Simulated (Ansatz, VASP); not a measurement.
**Ru in VASP and in Ansatz**

The input INCAR:

```
PREC = Accurate
ENCUT = 600
EDIFF = 1E-7
ISMEAR = -1
SIGMA = 0.15
LREAL = F
LASPH = T
NELM = 60
ALGO = Normal
ISIF = 3
LWAVE = F
LCHARG = F
GGA = PE
IBRION = 2
NSW = 80
EDIFFG = -0.001
```

KPOINTS

```
Automatic mesh
0
Gamma
  15 15 8
```

File POSCAR:

```
Ru
1.0
    2.7200332037      0.0000000000      0.0000000000
   -1.3600166018      2.3556178535      0.0000000000
    0.0000000000      0.0000000000      4.2956611061
Ru
2
Direct
    0.3333333333      0.6666666667      0.2500000000
    0.6666666667      0.3333333333      0.7500000000
```

Input for Ansatz:

```yaml
crystal:
  lattice:
    - [2.7200332038, 0.0, 0.0]
    - [-1.3600166019, 2.3556178536, 0.0]
    - [0.0, 0.0, 4.2956611061]
  atoms:
    - { symbol: Ru, position: [0.3333333333, 0.6666666667, 0.25] }
    - { symbol: Ru, position: [0.6666666667, 0.3333333333, 0.75] }
basis:
  ecutwfc: 420
kpoints:
  mp_grid: { grid: [15, 15, 8] }
hamiltonian:
  xc: pbe
  pseudopotentials: { kind: paw, azcp: { folder: soft_1 } }
scf:
  occupations: { method: fermi_dirac, width: 0.15 }
output:
  forces: true
  stress: true
  eigenvalues: true
relax:
  adjacent_minimum: "off"
  f_tol: 0.001
  max_steps: 60
  cell: { stress_tol: 0.01 }
```

Alike in both runs: task relaxation of cell and atoms; functional PBE; k mesh 15 × 15 × 8; occupations fermi-dirac, width 0.15 eV; no spin polarisation.

|  | VASP | Ansatz |
| --- | --- | --- |
| version | VASP 6.6.1 | Ansatz 0.2.0 |
| potentials or method | VASP PAW PBE potentials, release 64 (Ru_pv), cutoff 600 eV | scalar-relativistic, plane waves, PAW |
| valence electrons in the cell | 28 | 32 |

|  | VASP | Ansatz | Ansatz less VASP |
| --- | --- | --- | --- |
| gap on the k mesh at the Fermi level, each at its own relaxed structure (eV) | none | none | - |
| relaxed volume (Å³/atom) | 13.78 | 13.79 | +0.004 |
| relaxed cell length with the largest relative difference (Å) | 2.722 | 2.722 | +0.0003 |

A gap of «none» marks a metal or a gap that the smearing closes. VASP's potentials hold 28 valence electrons a cell and Ansatz's 32, so a difference there can come from the potentials and not from the codes.
